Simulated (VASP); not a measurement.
# Rh (Fm-3m) in VASP: a series of runs, part 2 of 3

VASP 6.6.1. The steps go on from the part before.

**4. Single point, PBE, collinear spin, ferromagnetic start (11.52 Å³/atom)**

This run uses another cell than the first one, of 11.52 Å³/atom.

The input, INCAR:

```
SYSTEM = Rh
ALGO = Normal
EDIFF = 1E-6
ENCUT = 520
GGA = PE
ISIF = 2
ISMEAR = 0
ISPIN = 2
LASPH = .True.
LCHARG = .True.
LELF = .True.
LMAXMIX = 4
LORBIT = 11
LREAL = .False.
LVHAR = .True.
LWAVE = .False.
MAGMOM = 0.5
NBANDS = 18
NELM = 150
NUPDOWN = 0.5
PREC = Accurate
SIGMA = 0.15
```

The input, KPOINTS:

```
k-points
0
Gamma
  22 22 22
  0 0 0
```

The input, POSCAR:

```
Rh
1.0
    0.0000000000      1.7924581564      1.7924581564
    1.7924581564      0.0000000000      1.7924581564
    1.7924581564      1.7924581564      0.0000000000
Rh
1
Direct
    0.0000000000      0.0000000000      0.0000000000
```

Potentials or basis: VASP PAW PBE potentials, release 64 (Rh_pv).

Run with:

```bash
$ cat potpaw_PBE.64/Rh_pv/POTCAR > POTCAR
$ mpirun -np 1 vasp_std > vasp.out
```

OUTCAR:

```text
SYSTEM = Rh
   EDIFF = 1E-6
   ENCUT = 520
   GGA = PE
   ISIF = 2
   ISMEAR = 0
   ISPIN = 2
   LASPH = .True.
   LORBIT = 11
   LREAL = .False.
   NELM = 150
   NUPDOWN = 0.5
   PREC = Accurate

 ion  position               nearest neighbor table
   1  0.000  0.000  0.000-

  LATTYP: Found a face centered cubic cell.
 ALAT       =     3.5849163128

  Lattice vectors:

 A1 = (   0.0000000000,   1.7924581564,   1.7924581564)
 A2 = (   1.7924581564,   0.0000000000,   1.7924581564)
 A3 = (   1.7924581564,   1.7924581564,   0.0000000000)

Analysis of symmetry for initial positions (statically):
=====================================================================
 Subroutine PRICEL returns:
 Original cell was already a primitive cell.

 Routine SETGRP: Setting up the symmetry group for a
 face centered cubic supercell.

 Subroutine GETGRP returns: Found 48 space group operations
 (whereof 48 operations were pure point group operations)
 out of a pool of 48 trial point group operations.

The static configuration has the point symmetry O_h .

Analysis of symmetry for dynamics (positions and initial velocities):
=====================================================================
 Subroutine PRICEL returns:
 Original cell was already a primitive cell.

 Routine SETGRP: Setting up the symmetry group for a
 face centered cubic supercell.

 Subroutine GETGRP returns: Found 48 space group operations
 (whereof 48 operations were pure point group operations)
 out of a pool of 48 trial point group operations.

The dynamic configuration has the point symmetry O_h .

Analysis of structural, dynamic, and magnetic symmetry:
=====================================================================
 Subroutine PRICEL returns:
 Original cell was already a primitive cell.

 Routine SETGRP: Setting up the symmetry group for a
 face centered cubic supercell.

 Subroutine GETGRP returns: Found 48 space group operations
 (whereof 48 operations were pure point group operations)
 out of a pool of 48 trial point group operations.

The overall configuration has the point symmetry O_h .

 Subroutine INISYM returns: Found 48 space group operations
 (whereof 48 operations are pure point group operations),
 and found     1 'primitive' translations

----------------------------------------------------------------------------------------

                                     Primitive cell

  volume of cell :      11.5180

  direct lattice vectors                    reciprocal lattice vectors
     0.000000000  1.792458156  1.792458156    -0.278946540  0.278946540  0.278946540
     1.792458156  0.000000000  1.792458156     0.278946540 -0.278946540  0.278946540
     1.792458156  1.792458156  0.000000000     0.278946540  0.278946540 -0.278946540

  length of vectors
     2.534918635  2.534918635  2.534918635     0.483149579  0.483149579  0.483149579

  position of ions in fractional coordinates (direct lattice)
     0.000000000  0.000000000  0.000000000

  ion indices of the primitive-cell ions
   primitive index   ion index
                 1           1
[... 51 lines left out ...]
  0.500000  0.045455  0.000000     24.000000
 -0.454545  0.045455  0.000000     24.000000
 [... further k-points ...]
   k-points           NKPTS =    328   k-points in BZ     NKDIM =    328   number of bands    NBANDS=     18
   number of dos      NEDOS =    301   number of ions     NIONS =      1
   total plane-waves  NPLWV =   8000
   dimension x,y,z NGX =    20 NGY =   20 NGZ =   20
   dimension x,y,z NGXF=    40 NGYF=   40 NGZF=   40
   ions per type =               1
   NGX,Y,Z   is equivalent  to a cutoff of  13.12, 13.12, 13.12 a.u.
   NGXF,Y,Z  is equivalent  to a cutoff of  26.23, 26.23, 26.23 a.u.
 SYSTEM =  Rh
   PREC   = accura    normal or accurate (medium, high low for compatibility)
   ISTART =      0    job   : 0-new  1-cont  2-samecut
   ICHARG =      2    charge: 1-file 2-atom 10-const
   ISPIN  =      2    spin polarized calculation?
   LNONCOLLINEAR =      F non collinear calculations
   LSORBIT =      F    spin-orbit coupling
   LASPH  =      T    aspherical Exc in radial PAW
   ENCUT  =  520.0 eV  38.22 Ry    6.18 a.u.   4.71  4.71  4.71*2*pi/ulx,y,z
   NELM   =    150;   NELMIN=  2; NELMDL= -5     # of ELM steps
   EDIFF  = 0.1E-05   stopping-criterion for ELM
   LREAL  =      F    real-space projection
   EDIFFG = 0.1E-04   stopping-criterion for IOM
   NSW    =      0    number of steps for IOM
   IBRION =     -1    ionic relax: 0-MD 1-quasi-New 2-CG
   NFREE  =      0    steps in history (QN), initial steepest desc. (CG)
   ISIF   =      2    stress and relaxation
   ISYM   =      2    0-nonsym 1-usesym 2-fastsym
   POTIM  = 0.5000    time-step for ionic-motion
   TEBEG  =    0.0;   TEEND  =   0.0 temperature during run
   PSTRESS=    0.0 pullay stress
   NELECT =      15.0000    total number of electrons
   NUPDOWN=       0.5000    fix difference up-down
   EMIN   =  10.00;   EMAX   =-10.00  energy-range for DOS
   EFERMI =   0.00;   METHOD = LEGACY
   ISMEAR =     0;   SIGMA  =   0.15  broadening in eV -4-tet -1-fermi 0-gaus
   EFERMI_NEDOS =   21; number of points for ismear=-14 and -15
   IALGO  =     38    algorithm
   IMIX   =      4    mixing-type and parameters
     AMIX     =   0.40;   BMIX     =  1.00
     AMIX_MAG =   1.60;   BMIX_MAG =  1.00
  volume/ion in A,a.u.               =      11.52        77.73
  Fermi-wavevector in a.u.,A,eV,Ry     =   1.787775  3.378405 43.486124  3.196140
  Thomas-Fermi vector in A             =   2.851086
   LORBIT       =     11    0 simple, 1 ext, 2 COOP (PROOUT), +10 PAW based schemes
   GGA     = PE    functional components
   LHFCALC =     F    Hartree Fock is set to
   AEXX    =    0.0000 exact exchange contribution
   IVDW    =     0    specifies the selected vdW correction
   LEPSILON=     F    determine dielectric tensor
   LRPA    =     F    only Hartree local field effects (RPA)
 spin polarized calculation
 Gauss-broadening in eV      SIGMA  =   0.15
  energy-cutoff  :      520.00
  volume of cell :       11.52
 maximum number of plane-waves:       331
   NGX =  9   NGY =  9   NGZ =  9

 number of electron      15.0000001 magnetization       0.5000000

 Free energy of the ion-electron system (eV)
  ---------------------------------------------------
  ext. energy  EPLUGINS =         0.00000000
  ---------------------------------------------------
  free energy    TOTEN  =        -6.63431723 eV

  energy without entropy =       -6.62211150  energy(sigma->0) =       -6.62821437

 E-fermi :  15.1118     XC(G=0): -15.2017

 val. band max:       15.7545914417   @ k =   0.4545   0.4091   0.0000
 cond. band min:      15.1137572569   @ k =   0.3182   0.1818   0.0000
 fundamental gap:     -0.6408341848
 Fermi energy:        15.7554920109

 spin component 1

 k-point     1 :       0.0000    0.0000    0.0000
  band No.  band energies     occupation
      1     -31.4047      1.00000
      2     -31.4047      1.00000
      3     -31.4047      1.00000
      4       6.1201      1.00000
      5      11.2704      1.00000
      6      11.2704      1.00000
[... 493 lines left out ...]
     17      50.8092      0.00000
     18      57.5416      0.00000

 [... further k-points ...]

 spin component 2

 k-point     1 :       0.0000    0.0000    0.0000
  band No.  band energies     occupation
      1     -30.9915      1.00000
      2     -30.9915      1.00000
      3     -30.9915      1.00000
      4       6.2161      1.00000
      5      11.6094      1.00000
      6      11.6094      1.00000
[... 493 lines left out ...]
     17      50.9038      0.00000
     18      57.6931      0.00000

 [... further k-points ...]

------------------------ aborting loop because EDIFF is reached ----------------------------------------

  FORCE on cell =-STRESS in cart. coord.  units (eV):
  Direction    XX          YY          ZZ          XY          YZ          ZX
  --------------------------------------------------------------------------------------
  -------------------------------------------------------------------------------------
  Total        6.3150655      6.3150655      6.3150655      0.0000000     -0.0000000      0.0000000
  in kB      878.4385144    878.4385144    878.4385144      0.0000000     -0.0000000      0.0000000
  external PRESSURE =     878.4385144 kB  Pullay stress =       0.0000000 kB

 VOLUME and BASIS-vectors are now :
 -----------------------------------------------------------------------------
  energy-cutoff  :      520.00
  volume of cell :       11.52
      direct lattice vectors                 reciprocal lattice vectors
     0.000000000  1.792458156  1.792458156    -0.278946540  0.278946540  0.278946540
     1.792458156  0.000000000  1.792458156     0.278946540 -0.278946540  0.278946540
     1.792458156  1.792458156  0.000000000     0.278946540  0.278946540 -0.278946540

 POSITION                                       TOTAL-FORCE (eV/Angst)
 -----------------------------------------------------------------------------------
      0.00000      0.00000      0.00000        -0.000000      0.000000      0.000000
 -----------------------------------------------------------------------------------
    total drift:                               -0.000000     -0.000000     -0.000000

  FREE ENERGIE OF THE ION-ELECTRON SYSTEM (eV)
  ---------------------------------------------------
  free  energy   TOTEN  =        -6.6343172301 eV

  energy  without entropy=       -6.6221115045  energy(sigma->0) =       -6.62821437

 total charge

# of ion       s       p       d       tot
------------------------------------------
    1        0.498   6.432   7.263  14.194

 magnetization (x)

# of ion       s       p       d       tot
------------------------------------------
    1        0.001   0.006   0.483   0.490
```

OSZICAR:

```text
N       E                     dE             d eps       ncg     rms          rms(c)
DAV:   1     0.130467288506E+03    0.13047E+03   -0.77975E+03 24056   0.924E+02
DAV:   2    -0.455052849162E+01   -0.13502E+03   -0.12770E+03 25306   0.303E+02
DAV:   3    -0.704788274399E+01   -0.24974E+01   -0.24838E+01 26468   0.429E+01
DAV:   4    -0.705447025546E+01   -0.65875E-02   -0.65871E-02 26074   0.223E+00
DAV:   5    -0.705449603200E+01   -0.25777E-04   -0.25778E-04 25550   0.126E-01    0.168E+01
DAV:   6    -0.667243598133E+01    0.38206E+00   -0.30843E-01 24820   0.809E+00    0.735E+00
DAV:   7    -0.663820986500E+01    0.34226E-01   -0.24965E-02 25998   0.215E+00    0.274E+00
DAV:   8    -0.663465891032E+01    0.35510E-02   -0.25972E-03 24850   0.548E-01    0.131E+00
DAV:   9    -0.663433823951E+01    0.32067E-03   -0.66134E-04 25812   0.323E-01    0.131E-01
DAV:  10    -0.663431916610E+01    0.19073E-04   -0.35317E-05 24914   0.633E-02    0.179E-02
DAV:  11    -0.663431721627E+01    0.19498E-05   -0.92327E-07 21460   0.112E-02    0.119E-02
DAV:  12    -0.663431723009E+01   -0.13815E-07   -0.37357E-07 17296   0.632E-03
   1 F= -.66343172E+01 E0= -.66282144E+01  d E =-.122057E-01  mag=     0.5000
```

It took 56 s on 1 thread of AMD EPYC 9R45 (Zen 5), shared host; peak memory 0.18 GiB.

What came out:

| Quantity | Value |
| --- | --- |
| Free energy | -6.6343 eV |
| Pressure | 87.8 GPa |
| Net moment | 0.50 μB per cell |
| Site moments | Rh +0.49 μB |
| Valence electrons inside the program's atomic spheres | Rh 14.19 |

Caveat: the cell stands under pressure; the total moment is fixed, so each spin has its own Fermi level.

[end of part 2 of 3]
